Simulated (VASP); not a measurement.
# BaTiO3 (P4mm) in VASP: notebook

The runs below take BaTiO3 through single point, with revPBE, PBEsol+U.

Everything below comes from runs of VASP 6.6.1. Logs are shortened: lines on timing, memory, paths and dates and some standing lists are left out, and cuts for length are marked.

**1. The cell of the first run**

Symmetry: P4mm, No. 99, tetragonal system. The conventional cell has a = 4.000 Å, b = 4.000 Å, c = 4.018 Å, α = 90.00°, β = 90.00°, γ = 90.00°. Ba (site symmetry 4mm) has 12 O at 2.79 to 2.88 Å and 8 Ti at 3.45 to 3.49 Å within 3.7 Å. Ti (site symmetry 4mm) has 6 O at 1.89 to 2.13 Å within 2.5 Å. Within 2.9 Å of O (site symmetry 2mm) lie 2 Ti at 2.00 Å and 4 Ba at 2.79 to 2.88 Å and 8 O at 2.83 to 2.84 Å. Within 2.5 Å of O (site symmetry 4mm) lie 2 Ti at 1.89 to 2.13 Å.

**2. Single point, revPBE**

The input, INCAR:

```
ALGO = Normal
EDIFF = 1E-6
ENCUT = 520
GGA = RE
ISIF = 2
ISMEAR = -1
LASPH = True
LCHARG = True
LELF = True
LREAL = False
LVHAR = True
LWAVE = False
NBANDS = 28
NELM = 80
PREC = Accurate
SIGMA = 0.05
```

The input, KPOINTS:

```
k-points
0
Gamma
  7 7 7
```

The input, POSCAR:

```
BaTiO3
1.0
    3.9998000000      0.0000000000      0.0000000000
    0.0000000000      3.9998000000      0.0000000000
    0.0000000000      0.0000000000      4.0180000000
Ba Ti O
1 1 3
Direct
    0.0000000000      0.0000000000      0.0000000000
    0.5000000000      0.5000000000      0.4900000000
    0.0000000000      0.5000000000      0.5170000000
    0.5000000000      0.0000000000      0.5170000000
    0.5000000000      0.5000000000      0.0190000000
```

Potentials or basis: VASP PAW PBE potentials, release 64 (Ba_sv, Ti_sv, O).

Command:

```bash
$ cat potpaw_PBE.64/Ba_sv/POTCAR potpaw_PBE.64/Ti_sv/POTCAR potpaw_PBE.64/O/POTCAR > POTCAR
$ mpirun -np 1 vasp_std > vasp.out
```

OUTCAR:

```text
EDIFF = 1E-6
   ENCUT = 520
   GGA = RE
   ISIF = 2
   ISMEAR = -1
   LASPH = True
   LREAL = False
   NELM = 80
   PREC = Accurate

 ion  position               nearest neighbor table
   1  0.000  0.000  0.000-   3 2.79   4 2.79   3 2.79   4 2.79   5 2.83   5 2.83   5 2.83   5 2.83
                             4 2.88   3 2.88   4 2.88   3 2.88   2 3.45   2 3.45   2 3.45   2 3.45
   2  0.500  0.500  0.490-   5 1.89   4 2.00   3 2.00   4 2.00   3 2.00   5 2.13   1 3.45   1 3.45
                             1 3.45   1 3.45   1 3.49   1 3.49   1 3.49   1 3.49
   3  0.000  0.500  0.517-   2 2.00   2 2.00   1 2.79   1 2.79   1 2.88   1 2.88
   4  0.500  0.000  0.517-   2 2.00   2 2.00   1 2.79   1 2.79   1 2.88   1 2.88
   5  0.500  0.500  0.019-   2 1.89   2 2.13   1 2.83   1 2.83   1 2.83   1 2.83

  LATTYP: Found a simple tetragonal cell.
 ALAT       =     3.9998000000
 C/A-ratio  =     1.0045502275

  Lattice vectors:

 A1 = (   3.9998000000,   0.0000000000,   0.0000000000)
 A2 = (   0.0000000000,   3.9998000000,   0.0000000000)
 A3 = (   0.0000000000,   0.0000000000,   4.0180000000)

Analysis of symmetry for initial positions (statically):
=====================================================================
 Subroutine PRICEL returns:
 Original cell was already a primitive cell.

 Routine SETGRP: Setting up the symmetry group for a
 simple tetragonal supercell.

 Subroutine GETGRP returns: Found  8 space group operations
 (whereof  8 operations were pure point group operations)
 out of a pool of 16 trial point group operations.

The static configuration has the point symmetry C_4v.

Analysis of symmetry for dynamics (positions and initial velocities):
=====================================================================
 Subroutine PRICEL returns:
 Original cell was already a primitive cell.

 Routine SETGRP: Setting up the symmetry group for a
 simple tetragonal supercell.

 Subroutine GETGRP returns: Found  8 space group operations
 (whereof  8 operations were pure point group operations)
 out of a pool of 16 trial point group operations.

The dynamic configuration has the point symmetry C_4v.

 Subroutine INISYM returns: Found  8 space group operations
 (whereof  8 operations are pure point group operations),
 and found     1 'primitive' translations

----------------------------------------------------------------------------------------

                                     Primitive cell

  volume of cell :      64.2816

  direct lattice vectors                    reciprocal lattice vectors
     3.999800000  0.000000000  0.000000000     0.250012501  0.000000000  0.000000000
     0.000000000  3.999800000  0.000000000     0.000000000  0.250012501  0.000000000
     0.000000000  0.000000000  4.018000000     0.000000000  0.000000000  0.248880040

  length of vectors
     3.999800000  3.999800000  4.018000000     0.250012501  0.250012501  0.248880040

  position of ions in fractional coordinates (direct lattice)
     0.000000000  0.000000000  0.000000000
     0.500000000  0.500000000  0.490000000
     0.000000000  0.500000000  0.517000000
     0.500000000  0.000000000  0.517000000
     0.500000000  0.500000000  0.019000000

  ion indices of the primitive-cell ions
   primitive index   ion index
                 1           1
                 2           2
                 3           3
                 4           4
                 5           5

----------------------------------------------------------------------------------------

 KPOINTS: k-points

Automatic generation of k-mesh.
 Grid dimensions read from file:
 generate k-points for:    7    7    7

 Generating k-lattice:

  Cartesian coordinates                     Fractional coordinates (reciprocal lattice)
     0.035716072  0.000000000  0.000000000     0.142857143  0.000000000  0.000000000
     0.000000000  0.035716072  0.000000000     0.000000000  0.142857143  0.000000000
     0.000000000  0.000000000  0.035554291     0.000000000  0.000000000  0.142857143

  Length of vectors
     0.035716072  0.035716072  0.035554291

  Shift w.r.t. Gamma in fractional coordinates (k-lattice)
     0.000000000  0.000000000  0.000000000

 Subroutine IBZKPT returns following result:
 ===========================================

 Found     40 irreducible k-points:

 Following reciprocal coordinates:
            Coordinates               Weight
  0.000000  0.000000  0.000000      1.000000
  0.142857  0.000000  0.000000      4.000000
  0.285714  0.000000  0.000000      4.000000
  0.428571  0.000000  0.000000      4.000000
  0.142857  0.142857  0.000000      4.000000
  0.285714  0.142857  0.000000      8.000000
[... 16 lines left out ...]
  0.285714  0.000000  0.285714      8.000000
  0.428571  0.000000  0.285714      8.000000
 [... further k-points ...]
   k-points           NKPTS =     40   k-points in BZ     NKDIM =     40   number of bands    NBANDS=     28
   number of dos      NEDOS =    301   number of ions     NIONS =      5
   total plane-waves  NPLWV =  27000
   dimension x,y,z NGX =    30 NGY =   30 NGZ =   30
   dimension x,y,z NGXF=    60 NGYF=   60 NGZF=   60
   ions per type =               1   1   3
   NGX,Y,Z   is equivalent  to a cutoff of  12.47, 12.47, 12.41 a.u.
   NGXF,Y,Z  is equivalent  to a cutoff of  24.94, 24.94, 24.83 a.u.
 SYSTEM =  unknown system
   PREC   = accura    normal or accurate (medium, high low for compatibility)
   ISTART =      0    job   : 0-new  1-cont  2-samecut
   ICHARG =      2    charge: 1-file 2-atom 10-const
   ISPIN  =      1    spin polarized calculation?
   LNONCOLLINEAR =      F non collinear calculations
   LSORBIT =      F    spin-orbit coupling
   LASPH  =      T    aspherical Exc in radial PAW
   ENCUT  =  520.0 eV  38.22 Ry    6.18 a.u.   7.44  7.44  7.47*2*pi/ulx,y,z
   NELM   =     80;   NELMIN=  2; NELMDL= -5     # of ELM steps
   EDIFF  = 0.1E-05   stopping-criterion for ELM
   LREAL  =      F    real-space projection
   EDIFFG = 0.1E-04   stopping-criterion for IOM
   NSW    =      0    number of steps for IOM
   IBRION =     -1    ionic relax: 0-MD 1-quasi-New 2-CG
   NFREE  =      0    steps in history (QN), initial steepest desc. (CG)
   ISIF   =      2    stress and relaxation
   ISYM   =      2    0-nonsym 1-usesym 2-fastsym
   POTIM  = 0.5000    time-step for ionic-motion
   TEBEG  =    0.0;   TEEND  =   0.0 temperature during run
   PSTRESS=    0.0 pullay stress
   NELECT =      40.0000    total number of electrons
   NUPDOWN=      -1.0000    fix difference up-down
   EMIN   =  10.00;   EMAX   =-10.00  energy-range for DOS
   EFERMI =   0.00;   METHOD = LEGACY
   ISMEAR =    -1;   SIGMA  =   0.05  broadening in eV -4-tet -1-fermi 0-gaus
   EFERMI_NEDOS =   21; number of points for ismear=-14 and -15
   IALGO  =     38    algorithm
   IMIX   =      4    mixing-type and parameters
     AMIX     =   0.40;   BMIX     =  1.00
     AMIX_MAG =   1.60;   BMIX_MAG =  1.00
  volume/ion in A,a.u.               =      12.86        86.76
  Fermi-wavevector in a.u.,A,eV,Ry     =   1.397653  2.641181 26.578078  1.953434
  Thomas-Fermi vector in A             =   2.520888
   LORBIT       =      0    0 simple, 1 ext, 2 COOP (PROOUT), +10 PAW based schemes
   GGA     = RE    functional components
   LHFCALC =     F    Hartree Fock is set to
   AEXX    =    0.0000 exact exchange contribution
   IVDW    =     0    specifies the selected vdW correction
   LEPSILON=     F    determine dielectric tensor
   LRPA    =     F    only Hartree local field effects (RPA)
 non-spin polarized calculation
  energy-cutoff  :      520.00
  volume of cell :       64.28
 maximum number of plane-waves:      1755
 NGX is ok and might be reduce to    30
   NGX = 15   NGY = 15   NGZ = 15

 number of electron      39.9999977 magnetization

 Free energy of the ion-electron system (eV)
  ---------------------------------------------------
  ext. energy  EPLUGINS =         0.00000000
  ---------------------------------------------------
  free energy    TOTEN  =       -38.16929096 eV

  energy without entropy =      -38.16929096  energy(sigma->0) =      -38.16929096

 E-fermi :   4.8547     XC(G=0): -11.0911

 val. band max:        3.8585409271   @ k =   0.4286   0.4286   0.4286
 cond. band min:       5.7519763601   @ k =   0.0000   0.0000   0.0000
 fundamental gap:      1.8934354330
 Fermi energy:         4.8546674505

 k-point     1 :       0.0000    0.0000    0.0000
  band No.  band energies     occupation
      1     -52.7608      2.00000
      2     -28.9479      2.00000
      3     -28.9178      2.00000
      4     -28.9178      2.00000
      5     -20.9484      2.00000
      6     -13.0378      2.00000
[... 20 lines left out ...]
     27       9.0772      0.00000
     28      11.3582      0.00000

 k-point     2 :       0.1429    0.0000    0.0000
  band No.  band energies     occupation
      1     -52.7606      2.00000
      2     -28.9476      2.00000
      3     -28.9277      2.00000
      4     -28.9175      2.00000
      5     -20.9266      2.00000
      6     -13.0536      2.00000
[... 20 lines left out ...]
     27       9.4534      0.00000
     28      11.8381      0.00000

 k-point     3 :       0.2857    0.0000    0.0000
  band No.  band energies     occupation
      1     -52.7602      2.00000
      2     -28.9501      2.00000
      3     -28.9466      2.00000
      4     -28.9166      2.00000
      5     -20.8769      2.00000
      6     -13.1457      2.00000
[... 20 lines left out ...]
     27      10.4212      0.00000
     28      12.2563      0.00000

 k-point     4 :       0.4286    0.0000    0.0000
  band No.  band energies     occupation
      1     -52.7598      2.00000
      2     -28.9676      2.00000
      3     -28.9460      2.00000
      4     -28.9159      2.00000
      5     -20.8361      2.00000
      6     -13.2521      2.00000
[... 578 lines left out ...]
     27      10.8013      0.00000
     28      12.5169      0.00000

 k-point    23 :       0.2857    0.0000    0.2857
  band No.  band energies     occupation
      1     -52.7596      2.00000
      2     -28.9771      2.00000
      3     -28.9483      2.00000
      4     -28.9155      2.00000
      5     -20.8230      2.00000
      6     -12.9604      2.00000
[... 20 lines left out ...]
     27      11.7842      0.00000
     28      12.5237      0.00000

 k-point    24 :       0.4286    0.0000    0.2857
  band No.  band energies     occupation
      1     -52.7592      2.00000
      2     -28.9761      2.00000
      3     -28.9657      2.00000
      4     -28.9148      2.00000
      5     -20.7910      2.00000
      6     -12.9402      2.00000
[... 20 lines left out ...]
     27      12.3662      0.00000
     28      12.8431      0.00000

 [... further k-points ...]

------------------------ aborting loop because EDIFF is reached ----------------------------------------

  FORCE on cell =-STRESS in cart. coord.  units (eV):
  Direction    XX          YY          ZZ          XY          YZ          ZX
  --------------------------------------------------------------------------------------
  -------------------------------------------------------------------------------------
  Total        2.8125055      2.8125055      3.1782200      0.0000000      0.0000000      0.0000000
  in kB       70.0999117     70.0999117     79.2151157      0.0000000      0.0000000      0.0000000
  external PRESSURE =      73.1383130 kB  Pullay stress =       0.0000000 kB

 VOLUME and BASIS-vectors are now :
 -----------------------------------------------------------------------------
  energy-cutoff  :      520.00
  volume of cell :       64.28
      direct lattice vectors                 reciprocal lattice vectors
     3.999800000  0.000000000  0.000000000     0.250012501  0.000000000  0.000000000
     0.000000000  3.999800000  0.000000000     0.000000000  0.250012501  0.000000000
     0.000000000  0.000000000  4.018000000     0.000000000  0.000000000  0.248880040

 POSITION                                       TOTAL-FORCE (eV/Angst)
 -----------------------------------------------------------------------------------
      0.00000      0.00000      0.00000         0.000000      0.000000      0.083523
      1.99990      1.99990      1.96882         0.000000      0.000000     -0.122907
      0.00000      1.99990      2.07731        -0.000000     -0.000000     -0.115831
      1.99990      0.00000      2.07731         0.000000      0.000000     -0.115831
      1.99990      1.99990      0.07634         0.000000     -0.000000      0.271045
 -----------------------------------------------------------------------------------
    total drift:                                0.000000      0.000000      0.000282

  FREE ENERGIE OF THE ION-ELECTRON SYSTEM (eV)
  ---------------------------------------------------
  free  energy   TOTEN  =       -38.1692909596 eV

  energy  without entropy=      -38.1692909590  energy(sigma->0) =      -38.16929096
```

Wall time 2.2 min (1 thread of Intel Xeon 8259CL, shared host); peak memory 0.22 GiB.

Results:

```yaml
Free_energy: -38.1693 eV
Pressure: 7.3 GPa
Largest_force: 0.271 eV/Å
Band_gap_on_the_k_mesh: 1.89 eV (least direct gap 2.09 eV)
```

Forces on the atoms (eV/Å):
```
Ba   0.000  0.000  0.084
Ti   0.000  0.000 -0.123
O    0.000  0.000 -0.116
O    0.000  0.000 -0.116
O    0.000  0.000  0.271
```

Caveat: the cell stands under pressure; the PAW data sets were made with another functional, which shifts forces and pressure a little; spin-orbit coupling is left out, which moves the levels of the heavy elements. A k mesh can miss the band edges.

(Continued in part 2 of 2.)
